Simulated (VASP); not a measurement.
Crystal: CoSi2.

```
Co Si
1.0
     0.00000    2.71541    2.71541
     2.71541    0.00000    2.71541
     2.71541    2.71541    0.00000
Co Si
1 2
Direct
  0.00000 0.00000 0.00000
  0.25000 0.25000 0.25000
  0.75000 0.75000 0.75000
```

Base run:

* Program: VASP 6.6.1
* Functional: PBE
* Potentials or basis: VASP PAW PBE potentials, release 64 (Co, Si)
* Cutoff: 520 eV
* k mesh: 14 × 14 × 14
* Occupations: gaussian, width 0.15 eV
* Spin: collinear spin, ferromagnetic start
* Starting moments: [2.2, 0.0, 0.0] μB
* Fixed moment: 2.2 μB

Its results: pressure 9.0 GPa; site moments Co +1.38; Si +0.18 μB.

Task: The run is repeated on the same cell with these changes: fixed moment from 2.2 μB to 1.65 μB; moments at the start from [2.2, 0.0, 0.0] to [1.65, 0.0, 0.0]. What comes out?

Result: Pressure 3.6 GPa; site moments Co +1.07; Si +0.13 μB.

Caveats: the cell stands under pressure; the total moment is fixed, so each spin has its own Fermi level.
